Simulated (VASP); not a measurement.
## Si2W: single point with LDA

The system is Si2W.

```xyz
9
Lattice="4.5118 0.0000 0.0000 -2.2559 3.9073 0.0000 0.0000 0.0000 6.6833" Properties=species:S:1:pos:R:3 pbc="T T T"
Si    2.2559    2.5441    3.3416
Si   -1.0753    3.2257    5.5694
Si    1.0753    3.2257    1.1139
Si    0.0000    1.3632    3.3416
Si    3.3312    0.6816    5.5694
Si    1.1806    0.6816    1.1139
W    -1.1279    1.9537    1.1139
W     1.1279    1.9537    5.5694
W     2.2559    0.0000    3.3416
```

This cell differs from its parent crystal: atoms shifted along a free coordinate, c/a of the conventional cell at fixed volume 1.4813.

* Program: VASP 6.6.1
* Task: single point
* Functional: LDA
* Potentials or basis: VASP PAW LDA potentials, release 64 (Si, W_sv)
* Cutoff: 520 eV
* k mesh: 9 × 9 × 6
* Occupations: gaussian, width 0.03 eV
* Spin: no spin polarisation
* Dipole correction: no
* Further INCAR settings: ALGO = Normal; EDIFF = 1e-07; NBANDS = 43

| Property | Result |
| --- | --- |
| Pressure | 2.1 GPa |
| Largest force | 1.416 eV/Å |
| Band gap on the k mesh | 0.30 eV (least direct gap 0.90 eV) |

Forces in eV/Å, atoms in the order of the input:
```
Si   0.000  1.416  0.000
Si  -1.226  0.708  0.000
Si   1.226  0.708  0.000
Si   0.000 -1.416  0.000
Si   1.226 -0.708  0.000
Si  -1.226 -0.708  0.000
W    0.000  0.000  0.000
W    0.000  0.000  0.000
W    0.000  0.000  0.000
```

Stress tensor (GPa, compression positive):
```
 4.47  0.00  0.00
 0.00  4.47  0.00
 0.00  0.00 -2.61
```

Levels at points of the mesh, in eV from the valence-band top:
| k point | band 30 | band 31 | band 32 | band 33 | band 34 | band 35 | band 36 | band 37 |
| --- | --- | --- | --- | --- | --- | --- | --- | --- |
| (0.00, 0.00, 0.00) | -2.67 | -2.55 | -2.29 | -1.01 | 2.66 | 2.79 | 2.99 | 3.03 |
| (0.00, 0.00, 0.50) | -2.48 | -1.59 | -0.87 | -0.87 | 1.68 | 2.49 | 2.49 | 2.54 |

Wall time 2.2 min on 1 thread of Intel(R) Xeon(R) Platinum 8488C (Sapphire Rapids), with other jobs on the host, peak memory 0.32 GiB.

Caveat: the stress differs along the axes, from -3 to 4 GPa; spin-orbit coupling is left out, which moves the levels of the heavy elements; forces of over 1 eV/Å act on the atoms, so gaps and moduli don't describe the material at rest. A k mesh can miss the band edges.
